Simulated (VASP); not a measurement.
# NaF (I4/mmm) in VASP: a series of runs

NaF is run at these levels: PBEsol; tasks: single point.

Program: VASP 6.6.1. These are calculated values, not measurements. Logs are shortened: lines on timing, memory, paths and dates and some standing lists are left out, and cuts for length are marked.

**1. The cell of the first run**

The structure is tetragonal, space group I4/mmm (No. 139). The conventional cell has a = 3.183 Å, b = 3.183 Å, c = 4.690 Å, α = 90.00°, β = 90.00°, γ = 90.00°. Na (site symmetry 4/mmm) has 6 F at 2.25 to 2.34 Å within 3.0 Å. Within 3.0 Å of F (site symmetry 4/mmm) lie 6 Na at 2.25 to 2.34 Å.

**2. Single point, PBEsol**

File INCAR:

```
  ALGO = Normal
  EDIFF = 1E-7
  ENCUT = 520
  GGA = PS
  ISIF = 2
  ISMEAR = 0
  ISYM = 0
  LASPH = True
  LCHARG = True
  LELF = True
  LREAL = False
  LVHAR = True
  LWAVE = False
  NBANDS = 14
  NELM = 80
  PREC = Accurate
  SIGMA = 0.1
```

File KPOINTS:

```
k-points
0
Gamma
  11 11 14
```

File POSCAR:

```
NaF
1.0
    3.1830776025      0.0000000000     -0.0000011056
    0.0000000000      3.1830776025     -0.0000011056
    1.5915379698      1.5915379698      2.3447512680
Na F
1 1
Direct
    0.0000000000      0.0000000000      0.0000000000
    0.5000000000      0.5000000000      0.0000000000
```

Potentials or basis: VASP PAW PBE potentials, release 64 (Na_pv, F).

Started as:

```bash
cat potpaw_PBE.64/Na_pv/POTCAR potpaw_PBE.64/F/POTCAR > POTCAR
mpirun -np 1 vasp_std > vasp.out
```

OUTCAR:

```text
EDIFF = 1E-7
   ENCUT = 520
   GGA = PS
   ISIF = 2
   ISMEAR = 0
   ISYM = 0
   LASPH = True
   LREAL = False
   NELM = 80
   PREC = Accurate

 ion  position               nearest neighbor table
   1  0.000  0.000  0.000-   2 2.25   2 2.25   2 2.25   2 2.25   2 2.34   2 2.34
   2  0.500  0.500  0.000-   1 2.25   1 2.25   1 2.25   1 2.25   1 2.34   1 2.34

IMPORTANT INFORMATION: All symmetrisations will be switched off!
NOSYMM: (Re-)initialisation of all symmetry stuff for point group C_1.

----------------------------------------------------------------------------------------

                                     Primitive cell

  volume of cell :      23.7570

  direct lattice vectors                    reciprocal lattice vectors
     3.183077603  0.000000000 -0.000001106     0.314161290 -0.000000074 -0.213242023
     0.000000000  3.183077603 -0.000001106    -0.000000074  0.314161290 -0.213242023
     1.591537970  1.591537970  2.344751268     0.000000148  0.000000148  0.426484268

  length of vectors
     3.183077603  3.183077603  3.250206875     0.379696558  0.379696558  0.426484268

  position of ions in fractional coordinates (direct lattice)
     0.000000000  0.000000000  0.000000000
     0.500000000  0.500000000  0.000000000

  ion indices of the primitive-cell ions
   primitive index   ion index
                 1           1
                 2           2

----------------------------------------------------------------------------------------

 KPOINTS: k-points

Automatic generation of k-mesh.
 Grid dimensions read from file:
 generate k-points for:   11   11   14

 Generating k-lattice:

  Cartesian coordinates                     Fractional coordinates (reciprocal lattice)
     0.028560117 -0.000000007 -0.019385638     0.090909091  0.000000000  0.000000000
    -0.000000007  0.028560117 -0.019385638     0.000000000  0.090909091  0.000000000
     0.000000011  0.000000011  0.030463162     0.000000000  0.000000000  0.071428571

  Length of vectors
     0.034517869  0.034517869  0.030463162

  Shift w.r.t. Gamma in fractional coordinates (k-lattice)
     0.000000000  0.000000000  0.000000000

 -----------------------------------------------------------------------------
|                                                                             |
|           W    W    AA    RRRRR   N    N  II  N    N   GGGG   !!!           |
|           W    W   A  A   R    R  NN   N  II  NN   N  G    G  !!!           |
|           W    W  A    A  R    R  N N  N  II  N N  N  G       !!!           |
|           W WW W  AAAAAA  RRRRR   N  N N  II  N  N N  G  GGG   !            |
|           WW  WW  A    A  R   R   N   NN  II  N   NN  G    G                |
|           W    W  A    A  R    R  N    N  II  N    N   GGGG   !!!           |
|                                                                             |
|     Your reciprocal lattice and k-lattice belong to different lattice       |
|     classes:                                                                |
|                                                                             |
|        The reciprocal lattice is body-centered tetragonal,                  |
|        whereas your k-lattice is base-centered monoclinic.                  |
|                                                                             |
|     Results are often still useful ...                                      |
|                                                                             |
 -----------------------------------------------------------------------------

 WARNING: IBZKPT: internal override: KBLOWUP is changed to .FALSE.
      ... skipping the blow-up phase ...

 Subroutine IBZKPT returns following result:
 ===========================================

 Found    848 irreducible k-points:

 Following reciprocal coordinates:
            Coordinates               Weight
  0.000000  0.000000  0.000000      1.000000
  0.090909  0.000000  0.000000      2.000000
  0.181818  0.000000 -0.000000      2.000000
  0.272727  0.000000  0.000000      2.000000
  0.363636  0.000000  0.000000      2.000000
  0.454545  0.000000  0.000000      2.000000
[... 16 lines left out ...]
  0.454545  0.181818 -0.000000      2.000000
 -0.454545  0.181818  0.000000      2.000000
 [... further k-points ...]
   k-points           NKPTS =    848   k-points in BZ     NKDIM =    848   number of bands    NBANDS=     14
   number of dos      NEDOS =    301   number of ions     NIONS =      2
   total plane-waves  NPLWV =  13824
   dimension x,y,z NGX =    24 NGY =   24 NGZ =   24
   dimension x,y,z NGXF=    48 NGYF=   48 NGZF=   48
   ions per type =               1   1
   NGX,Y,Z   is equivalent  to a cutoff of  12.53, 12.53, 12.28 a.u.
   NGXF,Y,Z  is equivalent  to a cutoff of  25.07, 25.07, 24.55 a.u.
 SYSTEM =  unknown system
   PREC   = accura    normal or accurate (medium, high low for compatibility)
   ISTART =      0    job   : 0-new  1-cont  2-samecut
   ICHARG =      2    charge: 1-file 2-atom 10-const
   ISPIN  =      1    spin polarized calculation?
   LNONCOLLINEAR =      F non collinear calculations
   LSORBIT =      F    spin-orbit coupling
   LASPH  =      T    aspherical Exc in radial PAW
   ENCUT  =  520.0 eV  38.22 Ry    6.18 a.u.   5.92  5.92  6.04*2*pi/ulx,y,z
   NELM   =     80;   NELMIN=  2; NELMDL= -5     # of ELM steps
   EDIFF  = 0.1E-06   stopping-criterion for ELM
   LREAL  =      F    real-space projection
   EDIFFG = 0.1E-05   stopping-criterion for IOM
   NSW    =      0    number of steps for IOM
   IBRION =     -1    ionic relax: 0-MD 1-quasi-New 2-CG
   NFREE  =      0    steps in history (QN), initial steepest desc. (CG)
   ISIF   =      2    stress and relaxation
   ISYM   =      0    0-nonsym 1-usesym 2-fastsym
   POTIM  = 0.5000    time-step for ionic-motion
   TEBEG  =    0.0;   TEEND  =   0.0 temperature during run
   PSTRESS=    0.0 pullay stress
   NELECT =      14.0000    total number of electrons
   NUPDOWN=      -1.0000    fix difference up-down
   EMIN   =  10.00;   EMAX   =-10.00  energy-range for DOS
   EFERMI =   0.00;   METHOD = LEGACY
   ISMEAR =     0;   SIGMA  =   0.10  broadening in eV -4-tet -1-fermi 0-gaus
   EFERMI_NEDOS =   21; number of points for ismear=-14 and -15
   IALGO  =     38    algorithm
   IMIX   =      4    mixing-type and parameters
     AMIX     =   0.40;   BMIX     =  1.00
     AMIX_MAG =   1.60;   BMIX_MAG =  1.00
  volume/ion in A,a.u.               =      11.88        80.16
  Fermi-wavevector in a.u.,A,eV,Ry     =   1.372525  2.593697 25.631005  1.883826
  Thomas-Fermi vector in A             =   2.498124
   LORBIT       =      0    0 simple, 1 ext, 2 COOP (PROOUT), +10 PAW based schemes
   GGA     = PS    functional components
   LHFCALC =     F    Hartree Fock is set to
   AEXX    =    0.0000 exact exchange contribution
   IVDW    =     0    specifies the selected vdW correction
   LEPSILON=     F    determine dielectric tensor
   LRPA    =     F    only Hartree local field effects (RPA)
 non-spin polarized calculation
 Gauss-broadening in eV      SIGMA  =   0.10
  energy-cutoff  :      520.00
  volume of cell :       23.76
 maximum number of plane-waves:       652
   NGX = 11   NGY = 11   NGZ = 13

 number of electron      13.9999996 magnetization

 Free energy of the ion-electron system (eV)
  ---------------------------------------------------
  ext. energy  EPLUGINS =         0.00000000
  ---------------------------------------------------
  free energy    TOTEN  =        -8.75147388 eV

  energy without entropy =       -8.75147388  energy(sigma->0) =       -8.75147388

 E-fermi :  -1.4478     XC(G=0):  -9.5640

 val. band max:       -1.9708604903   @ k =   0.0000   0.0000   0.0000
 cond. band min:       4.4307427611   @ k =   0.0000   0.0000   0.0000
 fundamental gap:      6.4016032514
 Fermi energy:        -1.4477771129

 k-point     1 :       0.0000    0.0000    0.0000
  band No.  band energies     occupation
      1     -21.1137      2.00000
      2     -20.6108      2.00000
      3     -20.5981      2.00000
      4     -20.5981      2.00000
      5      -1.9765      2.00000
      6      -1.9709      2.00000
      7      -1.9709      2.00000
      8       4.4307      0.00000
      9      17.0016      0.00000
     10      17.3129      0.00000
     11      17.3129      0.00000
     12      19.9923      0.00000
     13      21.8276      0.00000
     14      23.0296      0.00000

 k-point     2 :       0.0909    0.0000    0.0000
  band No.  band energies     occupation
      1     -21.2086      2.00000
      2     -20.6098      2.00000
      3     -20.5987      2.00000
      4     -20.4930      2.00000
      5      -2.1520      2.00000
      6      -1.9993      2.00000
      7      -1.9926      2.00000
      8       4.7413      0.00000
      9      16.0326      0.00000
     10      17.2363      0.00000
     11      17.4618      0.00000
     12      21.3363      0.00000
     13      21.5372      0.00000
     14      22.6654      0.00000

 k-point     3 :       0.1818    0.0000   -0.0000
  band No.  band energies     occupation
      1     -21.3773      2.00000
      2     -20.6141      2.00000
      3     -20.6003      2.00000
      4     -20.2894      2.00000
      5      -2.5808      2.00000
      6      -2.0648      2.00000
      7      -2.0504      2.00000
      8       5.5532      0.00000
      9      14.3882      0.00000
     10      17.5646      0.00000
     11      17.8640      0.00000
     12      21.0207      0.00000
     13      22.0334      0.00000
     14      22.8255      0.00000
[... 324 lines left out ...]
 k-point    23 :       0.4545    0.1818   -0.0000
  band No.  band energies     occupation
      1     -21.5608      2.00000
      2     -20.6535      2.00000
      3     -20.6340      2.00000
      4     -19.9741      2.00000
      5      -3.4716      2.00000
      6      -2.5112      2.00000
      7      -2.3161      2.00000
      8       9.6540      0.00000
      9      10.8954      0.00000
     10      16.0800      0.00000
     11      18.2675      0.00000
     12      19.3245      0.00000
     13      22.3531      0.00000
     14      25.5990      0.00000

 k-point    24 :      -0.4545    0.1818    0.0000
  band No.  band energies     occupation
      1     -21.5400      2.00000
      2     -20.6458      2.00000
      3     -20.6347      2.00000
      4     -20.0105      2.00000
      5      -3.3995      2.00000
      6      -2.4316      2.00000
      7      -2.3047      2.00000
      8       8.8996      0.00000
      9      11.4263      0.00000
     10      16.4728      0.00000
     11      18.0761      0.00000
     12      18.9361      0.00000
     13      22.9039      0.00000
     14      25.9246      0.00000

 [... further k-points ...]
[... 5 lines left out ...]
  --------------------------------------------------------------------------------------
  -------------------------------------------------------------------------------------
  Total        0.5792507      0.5792507     -0.0133774      0.0000019      0.0000389      0.0000391
  in kB       39.0648112     39.0648120     -0.9021771      0.0001305      0.0026256      0.0026361
  external PRESSURE =      25.7424820 kB  Pullay stress =       0.0000000 kB

 VOLUME and BASIS-vectors are now :
 -----------------------------------------------------------------------------
  energy-cutoff  :      520.00
  volume of cell :       23.76
      direct lattice vectors                 reciprocal lattice vectors
     3.183077603  0.000000000 -0.000001106     0.314161290 -0.000000074 -0.213242023
     0.000000000  3.183077603 -0.000001106    -0.000000074  0.314161290 -0.213242023
     1.591537970  1.591537970  2.344751268     0.000000148  0.000000148  0.426484268

 POSITION                                       TOTAL-FORCE (eV/Angst)
 -----------------------------------------------------------------------------------
      0.00000      0.00000      0.00000         0.000000      0.000000      0.000000
      1.59154      1.59154     -0.00000        -0.000000     -0.000000     -0.000000
 -----------------------------------------------------------------------------------
    total drift:                               -0.000000      0.000000     -0.000000

  FREE ENERGIE OF THE ION-ELECTRON SYSTEM (eV)
  ---------------------------------------------------
  free  energy   TOTEN  =        -8.7514738804 eV

  energy  without entropy=       -8.7514738804  energy(sigma->0) =       -8.75147388
```

Wall time 2.3 min (1 thread of Intel Xeon Platinum 8488C (Sapphire Rapids), shared host); peak memory 0.33 GiB.

What came out:

```yaml
Free_energy: -8.7515 eV
Pressure: 2.6 GPa
Band_gap_on_the_k_mesh: 6.40 eV
```

Stress tensor (GPa, compression positive):
```
 3.91  0.00  0.00
 0.00  3.91  0.00
 0.00  0.00 -0.09
```

Levels at points of the mesh, in eV from the valence-band top:
```csv
k point,band 5,band 6,band 7,band 8,band 9,band 10
"(0.00, 0.00, 0.00)",-0.01,0.00,0.00,6.40,18.97,19.28
"(0.00, 0.00, 0.50)",-1.42,-0.39,-0.39,12.99,13.52,13.90
```

Caveat: the PAW data sets were made with another functional, which shifts forces and pressure a little.

**3. Single point, PBEsol**

This run uses another cell than the first one, of 12.13 Å³/atom.

File INCAR:

```
PREC = Accurate ; ENCUT = 520
EDIFF = 1E-6 ; ISMEAR = 0
SIGMA = 0.1 ; LREAL = False
LASPH = True ; NELM = 80
ALGO = Normal ; ISIF = 2
LWAVE = False ; LCHARG = False
GGA = PS ; NBANDS = 14
ISYM = 0
```

File KPOINTS:

```
Automatic mesh
0
Gamma
  11 11 14
```

File POSCAR:

```
NaF
1.0
    3.1830776025      0.0000000000      0.0000000000
    0.0000000000      3.1830776025      0.0000000000
    1.5915388012      1.5915388012      2.3936351276
Na F
1 1
Direct
    0.0000000000      0.0000000000      0.0000000000
    0.5000000000      0.5000000000      0.0000000000
```

Potentials or basis: VASP PAW PBE potentials, release 64 (Na_pv, F).

Started as:

```bash
cat potpaw_PBE.64/Na_pv/POTCAR potpaw_PBE.64/F/POTCAR > POTCAR
mpirun -np 1 vasp_std > vasp.out
```

Run time: 2.6 min. Hardware: 1 thread of Intel Xeon Platinum 8488C (Sapphire Rapids), shared host; peak memory 0.34 GiB.

Results (log left out):

```yaml
Free_energy: -8.7492 eV
Pressure: 1.6 GPa
Band_gap_on_the_k_mesh: 6.29 eV
```

Stress tensor (GPa, compression positive):
```
 3.32  0.00  0.00
 0.00  3.32  0.00
 0.00  0.00 -1.90
```

Levels at points of the mesh, in eV from the valence-band top:
```csv
k point,band 4,band 5,band 6,band 7,band 8,band 9,band 10,band 11
"(0.00, 0.00, 0.00)",-18.68,-0.01,0.00,0.00,6.29,18.75,19.21,19.21
"(0.00, 0.00, 0.50)",-18.73,-1.41,-0.35,-0.35,12.64,13.59,13.65,20.47
```

Caveat: the stress differs along the axes, from -2 to 3 GPa; the PAW data sets were made with another functional, which shifts forces and pressure a little. A k mesh can miss the band edges.
